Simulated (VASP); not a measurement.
# MnSi in VASP: settings compared

Aim: see how the results for MnSi move with the level of theory and the settings. Levels: PBE, PBE-based screened hybrid. Tasks: single point, relaxation of cell and atoms.

All numbers are computed with VASP 6.6.1; they aren't measurements. Logs are shortened: lines on timing, memory, paths and dates and some standing lists are left out, and cuts for length are marked.

### 1 The cell of the first run

The typed cell holds 2 atoms: a = 3.072 Å, b = 3.072 Å, c = 3.072 Å, α = 90.00°, β = 90.00°, γ = 90.00°.

### 2 Single point, PBE, collinear spin, ferromagnetic start (atoms moved at random)

File INCAR:

```
PREC     = Accurate       # precision mode
ENCUT    = 520            # plane-wave cutoff, eV
EDIFF    = 1E-7           # SCF threshold, eV
ISMEAR   = -1             # smearing method
SIGMA    = 0.05           # smearing width, eV
LREAL    = False          # projectors in reciprocal space
LASPH    = True           # aspherical terms in the spheres
NELM     = 150            # most SCF steps
ALGO     = Normal         # electronic algorithm
ISIF     = 2              # what is computed and relaxed
LWAVE    = False          # write WAVECAR
LCHARG   = True           # write CHGCAR
ISPIN    = 2              # spin polarisation
MAGMOM   = 4 0            # initial moments
LORBIT   = 11             # projections on sites
LMAXMIX  = 4              # l up to which the mixer works
GGA      = PE             # functional
LELF     = True           # ELF
LVHAR    = True         
NBANDS   = 20             # bands
```

File KPOINTS:

```
regular mesh
0
Gamma
  9 9 9
```

File POSCAR:

```
MnSi
1.0
    3.0721807200      0.0000000000      0.0000000000
    0.0000000000      3.0721807200      0.0000000000
    0.0000000000      0.0000000000      3.0721807200
Mn Si
1 1
Direct
   -0.0073970000      0.0007490000      0.0077810000
    0.4827530000      0.4925360000      0.4983900000
```

Potentials or basis: VASP PAW PBE potentials, release 64 (Mn_pv, Si).

Command:

```
cat potpaw_PBE.64/Mn_pv/POTCAR potpaw_PBE.64/Si/POTCAR > POTCAR
mpirun -np 1 vasp_std > vasp.out
```

OUTCAR:

```text
PREC = Accurate
   ENCUT = 520
   EDIFF = 1E-7
   ISMEAR = -1
   LREAL = False
   LASPH = True
   NELM = 150
   ISIF = 2
   ISPIN = 2
   LORBIT = 11
   GGA = PE

 ion  position               nearest neighbor table
   1  0.993  0.001  0.008-   2 2.61   2 2.64   2 2.65   2 2.65   2 2.67   2 2.68   2 2.68   2 2.71

   2  0.483  0.493  0.498-   1 2.61   1 2.64   1 2.65   1 2.65   1 2.67   1 2.68   1 2.68   1 2.71

  LATTYP: Found a simple cubic cell.
 ALAT       =     3.0721807200

  Lattice vectors:

 A1 = (   3.0721807200,   0.0000000000,   0.0000000000)
 A2 = (   0.0000000000,   3.0721807200,   0.0000000000)
 A3 = (   0.0000000000,   0.0000000000,   3.0721807200)

Analysis of symmetry for initial positions (statically):
=====================================================================
 Subroutine PRICEL returns:
 Original cell was already a primitive cell.

 Routine SETGRP: Setting up the symmetry group for a
 simple cubic supercell.

 Subroutine GETGRP returns: Found  1 space group operations
 (whereof  1 operations were pure point group operations)
 out of a pool of 48 trial point group operations.

The static configuration has the point symmetry C_1 .

Analysis of symmetry for dynamics (positions and initial velocities):
=====================================================================
 Subroutine PRICEL returns:
 Original cell was already a primitive cell.

 Routine SETGRP: Setting up the symmetry group for a
 simple cubic supercell.

 Subroutine GETGRP returns: Found  1 space group operations
 (whereof  1 operations were pure point group operations)
 out of a pool of 48 trial point group operations.

The dynamic configuration has the point symmetry C_1 .

Analysis of structural, dynamic, and magnetic symmetry:
=====================================================================
 Subroutine PRICEL returns:
 Original cell was already a primitive cell.

 Routine SETGRP: Setting up the symmetry group for a
 simple cubic supercell.

 Subroutine GETGRP returns: Found  1 space group operations
 (whereof  1 operations were pure point group operations)
 out of a pool of 48 trial point group operations.

The overall configuration has the point symmetry C_1 .

 Subroutine INISYM returns: Found  1 space group operations
 (whereof  1 operations are pure point group operations),
 and found     1 'primitive' translations

----------------------------------------------------------------------------------------

                                     Primitive cell

  volume of cell :      28.9961

  direct lattice vectors                    reciprocal lattice vectors
     3.072180720  0.000000000  0.000000000     0.325501685  0.000000000  0.000000000
     0.000000000  3.072180720  0.000000000     0.000000000  0.325501685  0.000000000
     0.000000000  0.000000000  3.072180720     0.000000000  0.000000000  0.325501685

  length of vectors
     3.072180720  3.072180720  3.072180720     0.325501685  0.325501685  0.325501685

  position of ions in fractional coordinates (direct lattice)
     0.992603000  0.000749000  0.007781000
     0.482753000  0.492536000  0.498390000

  ion indices of the primitive-cell ions
   primitive index   ion index
                 1           1
                 2           2

----------------------------------------------------------------------------------------

 KPOINTS: regular mesh

Automatic generation of k-mesh.
 Grid dimensions read from file:
 generate k-points for:    9    9    9

 Generating k-lattice:

  Cartesian coordinates                     Fractional coordinates (reciprocal lattice)
     0.036166854  0.000000000  0.000000000     0.111111111  0.000000000  0.000000000
     0.000000000  0.036166854  0.000000000     0.000000000  0.111111111  0.000000000
     0.000000000  0.000000000  0.036166854     0.000000000  0.000000000  0.111111111

  Length of vectors
     0.036166854  0.036166854  0.036166854

  Shift w.r.t. Gamma in fractional coordinates (k-lattice)
     0.000000000  0.000000000  0.000000000

 Subroutine IBZKPT returns following result:
 ===========================================

 Found    365 irreducible k-points:

 Following reciprocal coordinates:
            Coordinates               Weight
  0.000000  0.000000  0.000000      1.000000
  0.111111  0.000000  0.000000      2.000000
  0.000000  0.111111  0.000000      2.000000
  0.000000  0.000000  0.111111      2.000000
  0.222222  0.000000  0.000000      2.000000
  0.000000  0.222222  0.000000      2.000000
[... 16 lines left out ...]
 -0.111111  0.222222  0.000000      2.000000
 -0.222222  0.000000  0.111111      2.000000
 [... further k-points ...]
   k-points           NKPTS =    365   k-points in BZ     NKDIM =    365   number of bands    NBANDS=     20
   number of dos      NEDOS =    301   number of ions     NIONS =      2
   total plane-waves  NPLWV =  13824
   dimension x,y,z NGX =    24 NGY =   24 NGZ =   24
   dimension x,y,z NGXF=    48 NGYF=   48 NGZF=   48
   ions per type =               1   1
   NGX,Y,Z   is equivalent  to a cutoff of  12.99, 12.99, 12.99 a.u.
   NGXF,Y,Z  is equivalent  to a cutoff of  25.97, 25.97, 25.97 a.u.
 SYSTEM =  unknown system
   PREC   = accura    normal or accurate (medium, high low for compatibility)
   ISTART =      0    job   : 0-new  1-cont  2-samecut
   ICHARG =      2    charge: 1-file 2-atom 10-const
   ISPIN  =      2    spin polarized calculation?
   LNONCOLLINEAR =      F non collinear calculations
   LSORBIT =      F    spin-orbit coupling
   LASPH  =      T    aspherical Exc in radial PAW
   ENCUT  =  520.0 eV  38.22 Ry    6.18 a.u.   5.71  5.71  5.71*2*pi/ulx,y,z
   NELM   =    150;   NELMIN=  2; NELMDL= -5     # of ELM steps
   EDIFF  = 0.1E-06   stopping-criterion for ELM
   LREAL  =      F    real-space projection
   EDIFFG = 0.1E-05   stopping-criterion for IOM
   NSW    =      0    number of steps for IOM
   IBRION =     -1    ionic relax: 0-MD 1-quasi-New 2-CG
   NFREE  =      0    steps in history (QN), initial steepest desc. (CG)
   ISIF   =      2    stress and relaxation
   ISYM   =      2    0-nonsym 1-usesym 2-fastsym
   POTIM  = 0.5000    time-step for ionic-motion
   TEBEG  =    0.0;   TEEND  =   0.0 temperature during run
   PSTRESS=    0.0 pullay stress
   NELECT =      17.0000    total number of electrons
   NUPDOWN=      -1.0000    fix difference up-down
   EMIN   =  10.00;   EMAX   =-10.00  energy-range for DOS
   EFERMI =   0.00;   METHOD = LEGACY
   ISMEAR =    -1;   SIGMA  =   0.05  broadening in eV -4-tet -1-fermi 0-gaus
   EFERMI_NEDOS =   21; number of points for ismear=-14 and -15
   IALGO  =     38    algorithm
   IMIX   =      4    mixing-type and parameters
     AMIX     =   0.40;   BMIX     =  1.00
     AMIX_MAG =   1.60;   BMIX_MAG =  1.00
  volume/ion in A,a.u.               =      14.50        97.84
  Fermi-wavevector in a.u.,A,eV,Ry     =   1.370180  2.589265 25.543496  1.877394
  Thomas-Fermi vector in A             =   2.495989
   LORBIT       =     11    0 simple, 1 ext, 2 COOP (PROOUT), +10 PAW based schemes
   GGA     = PE    functional components
   LHFCALC =     F    Hartree Fock is set to
   AEXX    =    0.0000 exact exchange contribution
   IVDW    =     0    specifies the selected vdW correction
   LEPSILON=     F    determine dielectric tensor
   LRPA    =     F    only Hartree local field effects (RPA)
 spin polarized calculation
  energy-cutoff  :      520.00
  volume of cell :       29.00
 maximum number of plane-waves:       792
   NGX = 11   NGY = 11   NGZ = 11

 number of electron      16.9999998 magnetization       2.5239980

 Free energy of the ion-electron system (eV)
  ---------------------------------------------------
  ext. energy  EPLUGINS =         0.00000000
  ---------------------------------------------------
  free energy    TOTEN  =       -14.22001466 eV

  energy without entropy =      -14.20197353  energy(sigma->0) =      -14.21099409

 E-fermi :   8.6987     XC(G=0): -11.6948

 val. band max:        8.6849135867   @ k =   0.3333   0.3333   0.3333
 cond. band min:       8.7098496257   @ k =   0.0000   0.2222   0.0000
 fundamental gap:      0.0249360390
 Fermi energy:         8.6986600540

 spin component 1

 k-point     1 :       0.0000    0.0000    0.0000
  band No.  band energies     occupation
      1     -40.3760      1.00000
      2     -40.3759      1.00000
      3     -40.3756      1.00000
      4      -2.9763      1.00000
      5       5.6762      1.00000
      6       5.6762      1.00000
[... 12 lines left out ...]
     19      28.0825      0.00000
     20      28.0918      0.00000

 k-point     2 :       0.1111    0.0000    0.0000
  band No.  band energies     occupation
      1     -40.3810      1.00000
      2     -40.3755      1.00000
      3     -40.3753      1.00000
      4      -2.7850      1.00000
      5       5.5811      1.00000
      6       5.7303      1.00000
[... 12 lines left out ...]
     19      26.8173      0.00000
     20      27.1457      0.00000
[... 465 lines left out ...]
      3     -40.3740      1.00000
      4      -2.0398      1.00000
      5       5.0920      1.00000
      6       5.8102      1.00000
[... 12 lines left out ...]
     19      24.8549      0.00000
     20      26.6875      0.00000

 k-point    24 :      -0.2222    0.0000    0.1111
  band No.  band energies     occupation
      1     -40.3934      1.00000
      2     -40.3794      1.00000
      3     -40.3738      1.00000
      4      -2.0398      1.00000
      5       5.0920      1.00000
      6       5.8101      1.00000
[... 12 lines left out ...]
     19      24.8555      0.00000
     20      26.6875      0.00000

 [... further k-points ...]

 spin component 2

 k-point     1 :       0.0000    0.0000    0.0000
  band No.  band energies     occupation
      1     -37.5959      1.00000
      2     -37.5948      1.00000
      3     -37.5946      1.00000
      4      -2.9796      1.00000
      5       7.4249      1.00000
      6       7.4255      1.00000
[... 12 lines left out ...]
     19      28.6608      0.00000
     20      28.6819      0.00000

 k-point     2 :       0.1111    0.0000    0.0000
  band No.  band energies     occupation
      1     -37.6010      1.00000
      2     -37.5949      1.00000
      3     -37.5942      1.00000
      4      -2.7907      1.00000
      5       7.0491      1.00000
      6       7.5093      1.00000
[... 12 lines left out ...]
     19      27.3374      0.00000
     20      27.3949      0.00000
[... 465 lines left out ...]
      3     -37.5928      1.00000
      4      -2.0551      1.00000
      5       5.8569      1.00000
      6       7.4230      1.00000
[... 12 lines left out ...]
     19      25.2679      0.00000
     20      27.0505      0.00000

 k-point    24 :      -0.2222    0.0000    0.1111
  band No.  band energies     occupation
      1     -37.6153      1.00000
      2     -37.5992      1.00000
      3     -37.5929      1.00000
      4      -2.0551      1.00000
      5       5.8568      1.00000
      6       7.4232      1.00000
[... 12 lines left out ...]
     19      25.2687      0.00000
     20      27.0505      0.00000

 [... further k-points ...]
[... 5 lines left out ...]
  --------------------------------------------------------------------------------------
  -------------------------------------------------------------------------------------
  Total       -3.2047837     -3.2024206     -3.2036203      0.0076168      0.0072939      0.0085422
  in kB     -177.0798045   -176.9492273   -177.0155164      0.4208653      0.4030219      0.4719999
  external PRESSURE =    -177.0148494 kB  Pullay stress =       0.0000000 kB

 VOLUME and BASIS-vectors are now :
 -----------------------------------------------------------------------------
  energy-cutoff  :      520.00
  volume of cell :       29.00
      direct lattice vectors                 reciprocal lattice vectors
     3.072180720  0.000000000  0.000000000     0.325501685  0.000000000  0.000000000
     0.000000000  3.072180720  0.000000000     0.000000000  0.325501685  0.000000000
     0.000000000  0.000000000  3.072180720     0.000000000  0.000000000  0.325501685

 POSITION                                       TOTAL-FORCE (eV/Angst)
 -----------------------------------------------------------------------------------
      3.04946      0.00230      0.02390        -0.047139     -0.039173     -0.044734
      1.48310      1.51316      1.53114         0.047139      0.039173      0.044734
 -----------------------------------------------------------------------------------
    total drift:                               -0.000259      0.000274      0.000232

  FREE ENERGIE OF THE ION-ELECTRON SYSTEM (eV)
  ---------------------------------------------------
  free  energy   TOTEN  =       -14.2200146605 eV

  energy  without entropy=      -14.2019735262  energy(sigma->0) =      -14.21099409

 total charge

# of ion       s       p       d       tot
------------------------------------------
    1        0.274   6.219   5.123  11.616
    2        0.769   0.769   0.000   1.538
--------------------------------------------------
tot          1.043   6.988   5.123  13.154

 magnetization (x)

# of ion       s       p       d       tot
------------------------------------------
    1        0.008   0.019   2.602   2.629
    2       -0.022  -0.081   0.000  -0.103
--------------------------------------------------
tot         -0.014  -0.062   2.602   2.526
```

Wall time 100 s (1 thread of Intel Xeon 6975P-C (Granite Rapids), shared host); peak memory 0.39 GiB.

What came out:

| Quantity | Value |
| --- | --- |
| Free energy | -14.2200 eV |
| Pressure | -17.7 GPa |
| Largest force | 0.076 eV/Å |
| Net moment | 2.52 μB per cell |
| Site moments | Mn +2.63; Si -0.10 μB |
| Valence electrons inside the program's atomic spheres | Mn 11.62; Si 1.54 |

Forces on the atoms (eV/Å):
```
Mn  -0.047 -0.039 -0.045
Si   0.047  0.039  0.045
```

Levels at points of the mesh, in eV from the Fermi level:
Spin up:
| k point | band 8 | band 9 | band 10 | band 11 | band 12 | band 13 |
| --- | --- | --- | --- | --- | --- | --- |
| (0.00, 0.00, 0.00) | -1.25 | -1.25 | 2.44 | 2.44 | 2.44 | 7.29 |
Spin down:
```csv
k point,band 5,band 6,band 7,band 8,band 9,band 10
"(0.00, 0.00, 0.00)",-1.27,-1.27,1.24,1.26,1.26,2.43
```

Caveat: the cell differs from its parent crystal (atoms moved at random).

### 3 Relaxation of cell and atoms, PBE-based screened hybrid, collinear spin, ferromagnetic start

File POSCAR:

```
MnSi
1.0
    3.0721807200      0.0000000000      0.0000000000
    0.0000000000      3.0721807200      0.0000000000
    0.0000000000      0.0000000000      3.0721807200
Mn Si
1 1
Direct
    0.0000000000      0.0000000000      0.0000000000
    0.5000000000      0.5000000000      0.5000000000
```

File INCAR.step1:

```
SYSTEM = MnSi
PREC = Accurate
ENCUT = 600
EDIFF = 1E-5
ISMEAR = -1
SIGMA = 0.05
LREAL = .FALSE.
LASPH = .TRUE.
NELM = 150
ALGO = Normal
LWAVE = .TRUE.
LCHARG = .FALSE.
ISPIN = 2
MAGMOM = 4 0
LORBIT = 11
LMAXMIX = 4
GGA = PE
NBANDS = 20
KPAR = 4
```

File INCAR.step2:

```
SYSTEM = MnSi
PREC = Accurate
ENCUT = 600
EDIFF = 1E-6
ISMEAR = -1
SIGMA = 0.05
LREAL = .FALSE.
LASPH = .TRUE.
NELM = 150
ALGO = Normal
ISIF = 3
LWAVE = .FALSE.
LCHARG = .FALSE.
ISPIN = 2
MAGMOM = 4 0
LORBIT = 11
LMAXMIX = 4
GGA = PE
LHFCALC = .TRUE.
AEXX = 0.25
HFSCREEN = 0.3
PRECFOCK = Normal
IBRION = 2
NSW = 60
EDIFFG = -0.01
ISTART = 1
KPAR = 4
```

File KPOINTS:

```
regular mesh
0
G
  5 5 5
  0 0 0
```

Potentials or basis: VASP PAW PBE potentials, release 64 (Mn_pv, Si).

Command:

```
cat potpaw_PBE.64/Mn_pv/POTCAR potpaw_PBE.64/Si/POTCAR > POTCAR
cp INCAR.step1 INCAR
mpirun -np 4 vasp_std > vasp.out
cp INCAR.step2 INCAR
mpirun -np 4 vasp_std > vasp.out
```

Run time: 19 min. Hardware: 4 MPI ranks of Intel Xeon Platinum 8375C at 2.90GHz (Ice Lake), shared host; peak memory 0.28 GiB.

The run converged. Its results:

```yaml
Free_energy: -18.1661 eV
Relaxed_volume: 15.19 Å³/atom
Relaxed_cell: a = 3.121 Å, b = 3.121 Å, c = 3.121 Å, α = 90.00°, β = 90.00°, γ = 90.00°
Space_group_after_relaxing_to_0.05_Å: Pm-3m (No. 221)
Energy_gained_by_relaxing: 9.9 meV/atom
Ionic_steps: 3
Pressure_after_relaxing: 0.0 GPa
Net_moment: 3.88 μB per cell
Site_moments: Mn +4.00; Si -0.09 μB
Valence_electrons_inside_the_program's_atomic_spheres: Mn 11.49; Si 1.62
```

The path:
```csv
step,energy change (eV),largest force (eV/Å),pressure (GPa),volume (Å³)
1,0.0000,0.0000,4.73,29.00
2,-0.0179,0.0000,-1.22,30.83
3,-0.0197,0.0000,0.01,30.39
```

Final structure:
```
Mn Si
1.0
     3.12064    0.00000    0.00000
     0.00000    3.12064    0.00000
     0.00000    0.00000    3.12064
Mn Si
1 1
Direct
  0.00000 0.00000 0.00000
  0.50000 0.50000 0.50000
```

Levels at points of the mesh, in eV from the Fermi level:
Spin up:
| k point | band 8 | band 9 | band 10 | band 11 | band 12 | band 13 |
| --- | --- | --- | --- | --- | --- | --- |
| (0.00, 0.00, 0.00) | -4.53 | -4.53 | 1.90 | 1.90 | 1.90 | 6.61 |
Spin down:
```tsv
k point	band 2	band 3	band 4	band 5	band 6	band 7	band 8	band 9	band 10	band 11
(0.00, 0.00, 0.00)	-49.17	-49.17	-13.42	-0.82	-0.82	1.89	1.89	1.89	2.69	2.69
```

Caveat: the k points lie up to 0.40 Å⁻¹ apart in the final cell; the PAW data sets were made with another functional, which shifts forces and pressure a little.
